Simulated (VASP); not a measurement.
# Ag: single point with PBE

Crystal: Ag.

```
Ag
1.0
     0.00000    2.07344    2.07344
     2.07344    0.00000    2.07344
     2.07344    2.07344    0.00000
Ag
1
Cartesian
  0.0000 0.0000 0.0000
```

```json
{"Program": "VASP 6.6.1", "Task": "single point", "Functional": "PBE", "Potentials or basis": "VASP PAW PBE potentials, release 64 (Ag)", "Cutoff": "520 eV", "k mesh": "11 × 11 × 11", "Occupations": "fermi-dirac, width 0.1 eV", "Spin": "no spin polarisation", "Dipole correction": "no", "Further INCAR settings": "ALGO = Normal; EDIFF = 1e-06; NBANDS = 12"}
```

```json
{
  "Pressure": "-0.1 GPa"
}
```

Levels at points of the mesh, in eV from the Fermi level:
```csv
k point,band 2,band 3,band 4,band 5,band 6,band 7,band 8,band 9,band 10,band 11
"(0.00, 0.00, 0.00)",-4.87,-4.87,-4.87,-3.91,-3.91,15.71,19.02,19.02,19.02,23.72
```

Wall time 12 s on 1 thread of Intel Xeon 8259CL, with other jobs on the host, peak memory 0.14 GiB.
